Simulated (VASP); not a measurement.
Crystal: AlP.

```
Al P
1.0
     0.00000    2.72556    2.75271
     2.72556    0.00000    2.75271
     2.72556    2.72556    0.00000
Al P
1 1
Cartesian
  0.0000 0.0000 0.0000
  1.3628 1.3628 1.3764
```

This cell differs from its parent crystal: epitaxial xy strain -0.5%.

Base run:

- Program: VASP 6.6.1
- Functional: PBE
- Potentials or basis: VASP PAW PBE potentials, release 64 (Al, P)
- Cutoff: 500 eV
- k mesh: 8 × 8 × 8
- Occupations: fermi-dirac, width 0.02 eV
- Spin: no spin polarisation

Its results: band gap on the k mesh 1.56 eV (least direct gap 3.25 eV); pressure 1.7 GPa.

Question: The run is repeated on the same cell with these changes: k mesh from 8 × 8 × 8 to 4 × 4 × 4; occupations from fermi-dirac, width 0.02 eV to gaussian, width 0.01 eV. What comes out?

Answer: Band gap on the k mesh 1.53 eV (least direct gap 3.24 eV); pressure 2.1 GPa.

Caveats: some runs use coarse meshes.

A k mesh can miss the band edges.
